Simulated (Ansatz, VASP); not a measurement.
SrO in VASP and in Ansatz

POSCAR

```
SrO
1.0
    0.0000000000      2.7922805169      2.7922805169
    2.7922805169      0.0000000000      2.7922805169
    2.7922805169      2.7922805169      0.0000000000
Sr O
1 1
Direct
    0.0000000000      0.0000000000      0.0000000000
    0.2500000000      0.2500000000      0.2500000000
```

Contents of INCAR.step1:

```
PREC = Accurate
ENCUT = 520
EDIFF = 1E-5
ISMEAR = 0
SIGMA = 0.01
LREAL = False
LASPH = True
NELM = 60
ALGO = Normal
ISIF = 2
LWAVE = True
NBANDS = 15
GGA = PE
```

INCAR.step2

```
PREC = Accurate
ENCUT = 520
EDIFF = 1E-6
ISMEAR = 0
SIGMA = 0.01
LREAL = False
LASPH = True
NELM = 60
ALGO = Normal
ISIF = 2
LWAVE = False
LCHARG = True
GGA = PE
LHFCALC = True
AEXX = 0.5
HFSCREEN = 0.5
PRECFOCK = Normal
LELF = True
LVHAR = True
NBANDS = 15
ISTART = 1
```

The input KPOINTS:

```
Automatic mesh
0
Gamma
  4 4 4
```

Input for Ansatz:

```yaml
crystal:
  lattice:
    - [0.0, 2.7922805169, 2.7922805169]
    - [2.7922805169, 0.0, 2.7922805169]
    - [2.7922805169, 2.7922805169, 0.0]
  atoms:
    - { symbol: Sr, position: [0.0, 0.0, 0.0] }
    - { symbol: O, position: [0.25, 0.25, 0.25] }
kpoints:
  mp_grid: { grid: [4, 4, 4] }
hamiltonian:
  xc: { exchange: pbe, correlation: pbe, exx: { coeff: 0.5, omega: 0.5 } }
scf:
  occupations: { method: fixed }
  n_extra_bands: 4
output:
  forces: true
  stress: true
  eigenvalues: true
```

Alike in both runs: task single point; functional PBE-based screened hybrid; k mesh 4 × 4 × 4; no spin polarisation.

|  | VASP | Ansatz |
| --- | --- | --- |
| version | VASP 6.6.1 | Ansatz 0.2.0 |
| potentials or method | VASP PAW PBE potentials, release 64 (Sr_sv, O) | plane waves |
| plane-wave cutoff (eV) | 520 | 420 |
| occupations | gaussian, width 0.01 eV | fixed |
| valence electrons in the cell | 16 | 16 |

|  | VASP | Ansatz | Ansatz less VASP |
| --- | --- | --- | --- |
| gap on the k mesh at the Fermi level (eV) | 4.06 | 4.05 | -0.005 |
| pressure (GPa) | -0.9 | -1.4 | -0.47 |

VASP's potentials were made for PBE, not for PBE-based screened hybrid. Ansatz's warnings: stress exchange threshold loose, stress scf threshold loose.

The k mesh is coarse, so the values compare programs but aren't converged.
